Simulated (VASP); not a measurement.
# Bi (Im-3m) in VASP: further runs, part 2 of 2

VASP 6.6.1. Earlier steps stand in the parts before.

### Step 3. Single point, PBEsol+D3(BJ) (30.76 Å³/atom)

This run uses another cell than the first one, of 30.76 Å³/atom.

INCAR reads:

```
SYSTEM = Bi
ALGO = Fast
EDIFF = 1E-6
ENCUT = 520
GGA = PS
ISIF = 2
ISMEAR = 0
IVDW = 12
LASPH = .True.
LCHARG = .False.
LREAL = .False.
LWAVE = .False.
NBANDS = 14
NELM = 60
PREC = Accurate
SIGMA = 0.15
```

KPOINTS reads:

```
k-points
0
Gamma
  18 18 18
  0 0 0
```

POSCAR reads:

```
Bi
1.0
   -1.9738683898      1.9738683898      1.9738683898
    1.9738683898     -1.9738683898      1.9738683898
    1.9738683898      1.9738683898     -1.9738683898
Bi
1
Direct
    0.0000000000      0.0000000000      0.0000000000
```

Potentials or basis: VASP PAW PBE potentials, release 64 (Bi_d).

Launch:

```bash
$ cat potpaw_PBE.64/Bi_d/POTCAR > POTCAR
$ mpirun -np 1 vasp_std > vasp.out
```

OUTCAR:

```text
SYSTEM = Bi
   EDIFF = 1E-6
   ENCUT = 520
   GGA = PS
   ISIF = 2
   ISMEAR = 0
   IVDW = 12
   LASPH = .True.
   LREAL = .False.
   NELM = 60
   PREC = Accurate
 IVDW          = 12

 ion  position               nearest neighbor table
   1  0.000  0.000  0.000-

  LATTYP: Found a body centered cubic cell.
 ALAT       =     3.9477367796

  Lattice vectors:

 A1 = (  -1.9738683898,   1.9738683898,   1.9738683898)
 A2 = (   1.9738683898,  -1.9738683898,   1.9738683898)
 A3 = (   1.9738683898,   1.9738683898,  -1.9738683898)

Analysis of symmetry for initial positions (statically):
=====================================================================
 Subroutine PRICEL returns:
 Original cell was already a primitive cell.

 Routine SETGRP: Setting up the symmetry group for a
 body centered cubic supercell.

 Subroutine GETGRP returns: Found 48 space group operations
 (whereof 48 operations were pure point group operations)
 out of a pool of 48 trial point group operations.

The static configuration has the point symmetry O_h .

Analysis of symmetry for dynamics (positions and initial velocities):
=====================================================================
 Subroutine PRICEL returns:
 Original cell was already a primitive cell.

 Routine SETGRP: Setting up the symmetry group for a
 body centered cubic supercell.

 Subroutine GETGRP returns: Found 48 space group operations
 (whereof 48 operations were pure point group operations)
 out of a pool of 48 trial point group operations.

The dynamic configuration has the point symmetry O_h .

 Subroutine INISYM returns: Found 48 space group operations
 (whereof 48 operations are pure point group operations),
 and found     1 'primitive' translations

----------------------------------------------------------------------------------------

                                     Primitive cell

  volume of cell :      30.7620

  direct lattice vectors                    reciprocal lattice vectors
    -1.973868390  1.973868390  1.973868390     0.000000000  0.253309695  0.253309695
     1.973868390 -1.973868390  1.973868390     0.253309695  0.000000000  0.253309695
     1.973868390  1.973868390 -1.973868390     0.253309695  0.253309695  0.000000000

  length of vectors
     3.418840339  3.418840339  3.418840339     0.358234006  0.358234006  0.358234006

  position of ions in fractional coordinates (direct lattice)
     0.000000000  0.000000000  0.000000000

  ion indices of the primitive-cell ions
   primitive index   ion index
                 1           1

----------------------------------------------------------------------------------------

 KPOINTS: k-points

Automatic generation of k-mesh.
 Grid dimensions read from file:
 generate k-points for:   18   18   18

 Generating k-lattice:

  Cartesian coordinates                     Fractional coordinates (reciprocal lattice)
     0.000000000  0.014072761  0.014072761     0.055555556  0.000000000  0.000000000
     0.014072761  0.000000000  0.014072761     0.000000000  0.055555556  0.000000000
     0.014072761  0.014072761  0.000000000     0.000000000  0.000000000  0.055555556

  Length of vectors
     0.019901889  0.019901889  0.019901889

  Shift w.r.t. Gamma in fractional coordinates (k-lattice)
     0.000000000  0.000000000  0.000000000

 Subroutine IBZKPT returns following result:
 ===========================================

 Found    195 irreducible k-points:

 Following reciprocal coordinates:
            Coordinates               Weight
  0.000000  0.000000  0.000000      1.000000
  0.055556  0.000000  0.000000     12.000000
  0.111111  0.000000  0.000000     12.000000
  0.166667  0.000000  0.000000     12.000000
  0.222222  0.000000  0.000000     12.000000
  0.277778  0.000000  0.000000     12.000000
[... 16 lines left out ...]
  0.333333  0.111111  0.000000     48.000000
  0.388889  0.111111  0.000000     48.000000
 [... further k-points ...]
   k-points           NKPTS =    195   k-points in BZ     NKDIM =    195   number of bands    NBANDS=     14
   number of dos      NEDOS =    301   number of ions     NIONS =      1
   total plane-waves  NPLWV =  21952
   dimension x,y,z NGX =    28 NGY =   28 NGZ =   28
   dimension x,y,z NGXF=    56 NGYF=   56 NGZF=   56
   ions per type =               1
   NGX,Y,Z   is equivalent  to a cutoff of  13.62, 13.62, 13.62 a.u.
   NGXF,Y,Z  is equivalent  to a cutoff of  27.23, 27.23, 27.23 a.u.
 SYSTEM =  Bi
   PREC   = accura    normal or accurate (medium, high low for compatibility)
   ISTART =      0    job   : 0-new  1-cont  2-samecut
   ICHARG =      2    charge: 1-file 2-atom 10-const
   ISPIN  =      1    spin polarized calculation?
   LNONCOLLINEAR =      F non collinear calculations
   LSORBIT =      F    spin-orbit coupling
   LASPH  =      T    aspherical Exc in radial PAW
   ENCUT  =  520.0 eV  38.22 Ry    6.18 a.u.   6.36  6.36  6.36*2*pi/ulx,y,z
   NELM   =     60;   NELMIN=  2; NELMDL= -5     # of ELM steps
   EDIFF  = 0.1E-05   stopping-criterion for ELM
   LREAL  =      F    real-space projection
   EDIFFG = 0.1E-04   stopping-criterion for IOM
   NSW    =      0    number of steps for IOM
   IBRION =     -1    ionic relax: 0-MD 1-quasi-New 2-CG
   NFREE  =      0    steps in history (QN), initial steepest desc. (CG)
   ISIF   =      2    stress and relaxation
   ISYM   =      2    0-nonsym 1-usesym 2-fastsym
   POTIM  = 0.5000    time-step for ionic-motion
   TEBEG  =    0.0;   TEEND  =   0.0 temperature during run
   PSTRESS=    0.0 pullay stress
   NELECT =      15.0000    total number of electrons
   NUPDOWN=      -1.0000    fix difference up-down
   EMIN   =  10.00;   EMAX   =-10.00  energy-range for DOS
   EFERMI =   0.00;   METHOD = LEGACY
   ISMEAR =     0;   SIGMA  =   0.15  broadening in eV -4-tet -1-fermi 0-gaus
   EFERMI_NEDOS =   21; number of points for ismear=-14 and -15
   IALGO  =     68    algorithm
   IMIX   =      4    mixing-type and parameters
     AMIX     =   0.40;   BMIX     =  1.00
     AMIX_MAG =   1.60;   BMIX_MAG =  1.00
  volume/ion in A,a.u.               =      30.76       207.59
  Fermi-wavevector in a.u.,A,eV,Ry     =   1.288547  2.435001 22.590493  1.660354
  Thomas-Fermi vector in A             =   2.420494
   LORBIT       =      0    0 simple, 1 ext, 2 COOP (PROOUT), +10 PAW based schemes
   GGA     = PS    functional components
   LHFCALC =     F    Hartree Fock is set to
   AEXX    =    0.0000 exact exchange contribution
   IVDW    =    12    specifies the selected vdW correction
   LEPSILON=     F    determine dielectric tensor
   LRPA    =     F    only Hartree local field effects (RPA)
 non-spin polarized calculation
 RMM-DIIS sequential band-by-band and
 Gauss-broadening in eV      SIGMA  =   0.15
  energy-cutoff  :      520.00
  volume of cell :       30.76
 maximum number of plane-waves:       856
 NGX is ok and might be reduce to    28
   NGX = 13   NGY = 13   NGZ = 13

 number of electron      14.9999993 magnetization

 Free energy of the ion-electron system (eV)
  ---------------------------------------------------
  ext. energy  EPLUGINS =         0.00000000
  ---------------------------------------------------
  free energy    TOTEN  =        -4.21754436 eV

  energy without entropy =       -4.20781488  energy(sigma->0) =       -4.21267962

 E-fermi :   7.8984     XC(G=0): -10.4945

 val. band max:        7.8940794079   @ k =  -0.2778   0.3889   0.1111
 cond. band min:       7.9021559900   @ k =  -0.2222   0.2222   0.0556
 fundamental gap:      0.0080765821
 Fermi energy:         7.8983869138

 k-point     1 :       0.0000    0.0000    0.0000
  band No.  band energies     occupation
      1     -15.0692      2.00000
      2     -15.0692      2.00000
      3     -15.0692      2.00000
      4     -14.9342      2.00000
      5     -14.9342      2.00000
      6      -5.7225      2.00000
      7      13.0898      0.00000
      8      13.0898      0.00000
      9      13.0898      0.00000
     10      17.1387      0.00000
     11      18.3691      0.00000
     12      18.3691      0.00000
     13      18.3691      0.00000
     14      19.6568      0.00000
[... 377 lines left out ...]
      1     -15.0985      2.00000
      2     -15.0360      2.00000
      3     -14.9465      2.00000
      4     -14.9435      2.00000
      5     -14.8638      2.00000
      6      -2.6868      2.00000
      7       3.2368      2.00000
      8       8.4402      0.00000
      9      10.7938      0.00000
     10      14.8394      0.00000
     11      16.9834      0.00000
     12      19.3834      0.00000
     13      21.1955      0.00000
     14      24.9532      0.00000

 [... further k-points ...]

------------------------ aborting loop because EDIFF is reached ----------------------------------------

 Edisp (eV)   -0.52961

 E8    (eV) :    -0.3788

  FORCE on cell =-STRESS in cart. coord.  units (eV):
  Direction    XX          YY          ZZ          XY          YZ          ZX
  --------------------------------------------------------------------------------------
  -------------------------------------------------------------------------------------
  Total      -0.82075    -0.82075    -0.82075     0.00000    -0.00000     0.00000
  in kB     -42.74695   -42.74695   -42.74695     0.00000    -0.00000     0.00000
  external pressure =      -42.75 kB  Pullay stress =        0.00 kB

 VOLUME and BASIS-vectors are now :
 -----------------------------------------------------------------------------
  energy-cutoff  :      520.00
  volume of cell :       30.76
      direct lattice vectors                 reciprocal lattice vectors
    -1.973868390  1.973868390  1.973868390     0.000000000  0.253309695  0.253309695
     1.973868390 -1.973868390  1.973868390     0.253309695  0.000000000  0.253309695
     1.973868390  1.973868390 -1.973868390     0.253309695  0.253309695  0.000000000

 POSITION                                       TOTAL-FORCE (eV/Angst)
 -----------------------------------------------------------------------------------
      0.00000      0.00000      0.00000        -0.000000      0.000000     -0.000000
 -----------------------------------------------------------------------------------
    total drift:                                0.000000     -0.000000      0.000000

  FREE ENERGIE OF THE ION-ELECTRON SYSTEM (eV)
  ---------------------------------------------------
  free  energy   TOTEN  =        -4.7471549994 eV

  energy  without entropy=       -4.7374255171  energy(sigma->0) =       -4.74229026
```

OSZICAR:

```text
N       E                     dE             d eps       ncg     rms          rms(c)
DAV:   1     0.112657321660E+03    0.11266E+03   -0.76912E+03  5516   0.124E+03
DAV:   2     0.227881013324E+01   -0.11038E+03   -0.10684E+03  5904   0.334E+02
DAV:   3    -0.407195223533E+01   -0.63508E+01   -0.63201E+01  6876   0.782E+01
DAV:   4    -0.421977363418E+01   -0.14782E+00   -0.14779E+00  6850   0.127E+01
DAV:   5    -0.422620116770E+01   -0.64275E-02   -0.64274E-02  7884   0.239E+00    0.480E-01
RMM:   6    -0.421914321807E+01    0.70579E-02   -0.83803E-03  6652   0.108E+00    0.277E-01
RMM:   7    -0.421748224869E+01    0.16610E-02   -0.66477E-03  6639   0.823E-01    0.835E-02
RMM:   8    -0.421750773097E+01   -0.25482E-04   -0.10145E-03  7475   0.434E-01    0.122E-02
RMM:   9    -0.421754028367E+01   -0.32553E-04   -0.31899E-04  8579   0.165E-01    0.929E-03
RMM:  10    -0.421754180613E+01   -0.15225E-05   -0.59587E-05  7392   0.111E-01    0.299E-03
RMM:  11    -0.421754376216E+01   -0.19560E-05   -0.32248E-05  9021   0.527E-02    0.247E-03
RMM:  12    -0.421754436092E+01   -0.59877E-06   -0.43350E-06  5478   0.189E-02
   1 F= -.47471550E+01 E0= -.47422903E+01  d E =-.972948E-02
```

It took 49 s on 1 thread of AMD EPYC 9R45 (Zen 5), shared host; peak memory 0.19 GiB.

Results:

| Property | Result |
| --- | --- |
| Free energy | -4.7472 eV |
| Pressure | -4.3 GPa |
| Band gap on the k mesh | zero (an odd number of electrons rules out a gap without spin polarisation) |
| Dispersion energy per atom | -0.530 eV |

Caveat: the cell stands under tension; the PAW data sets were made with another functional, which shifts forces and pressure a little; spin-orbit coupling is left out, which moves the levels of the heavy elements.

### Step 4. Single point, PBEsol+D3(BJ) (31.90 Å³/atom)

This run uses another cell than the first one, of 31.90 Å³/atom.

INCAR reads:

```
SYSTEM = Bi
PREC     = Accurate       ! precision mode
ENCUT    = 520            ! plane-wave cutoff, eV
EDIFF    = 1E-6           ! SCF threshold, eV
ISMEAR   = 0              ! smearing method
SIGMA    = 0.15           ! smearing width, eV
LREAL    = .FALSE.        ! projectors in reciprocal space
LASPH    = .TRUE.         ! aspherical terms in the spheres
NELM     = 60             ! most SCF steps
ALGO     = Fast           ! electronic algorithm
ISIF     = 2              ! what is computed and relaxed
LWAVE    = .FALSE.        ! write WAVECAR
LCHARG   = .TRUE.         ! write CHGCAR
GGA      = PS             ! functional
IVDW     = 12             ! dispersion correction
LELF     = .TRUE.         ! ELF
LVHAR    = .TRUE.       
NBANDS   = 14             ! bands
```

KPOINTS reads:

```
Automatic mesh
0
G
  18 18 18
  0 0 0
```

POSCAR reads:

```
Bi
1.0
   -1.9979353694      1.9979353694      1.9979353694
    1.9979353694     -1.9979353694      1.9979353694
    1.9979353694      1.9979353694     -1.9979353694
Bi
1
Direct
    0.0000000000      0.0000000000      0.0000000000
```

Launch:

```bash
$ cat potpaw_PBE.64/Bi_d/POTCAR > POTCAR
$ mpirun -np 1 vasp_std > vasp.out
```

It took 52 s on 1 thread of AMD EPYC 9R45 (Zen 5), shared host; peak memory 0.19 GiB.

Results (log left out):

| Quantity | Value |
| --- | --- |
| Free energy | -4.7114 eV |
| Pressure | -5.8 GPa |
| Band gap on the k mesh | zero (an odd number of electrons rules out a gap without spin polarisation) |
| Dispersion energy per atom | -0.510 eV |

Levels at points of the mesh, in eV from the Fermi level:
```
           k point  band 3  band 4  band 5  band 6  band 7  band 8  band 9  band 10  band 11  band 12
(0.00, 0.00, 0.00)  -22.93  -22.81  -22.81  -13.36    4.94    4.94    4.94     8.78    10.47    10.47
(0.50, 0.00, 0.00)  -22.82  -22.82  -22.74  -10.45   -4.94    1.53    3.38     5.87     7.50    12.25
(0.50, 0.50, 0.50)  -22.75  -22.75  -22.75   -8.45   -1.75   -1.75   -1.75     3.54     3.54    15.31
```

Caveat: the cell stands under tension; the PAW data sets were made with another functional, which shifts forces and pressure a little; spin-orbit coupling is left out, which moves the levels of the heavy elements.

### Step 5. Overview

| cell | further INCAR settings | gap on the mesh (eV) | pressure (GPa) |
| --- | --- | --- | --- |
| a = 3.376 Å, angles 109.5°, 1 atom | ALGO = Fast; EDIFF = 1e-07; NBANDS = 14 | none | -2.4 |
| a = 3.419 Å, angles 109.5°, 1 atom | ALGO = Fast; EDIFF = 1e-06; NBANDS = 14 | none | -4.3 |
| a = 3.461 Å, angles 109.5°, 1 atom | ALGO = Fast; EDIFF = 1e-06; NBANDS = 14 | none | -5.8 |

Alike in all rows: task single point; level PBEsol+D3(BJ); potentials or basis VASP PAW PBE potentials, release 64 (Bi_d); no spin polarisation; k mesh 18 × 18 × 18; cutoff (eV) 520; smearing gaussian 0.15 eV.

Caveats: the PAW data sets were made with another functional, which shifts forces and pressure a little; spin-orbit coupling is left out, which moves the levels of the heavy elements; the cell stands under tension (at least some runs).

Absolute energies hang on the potentials; compare differences alone.

The gap in the log of VASP goes by the Fermi energy; the results here count the filled bands.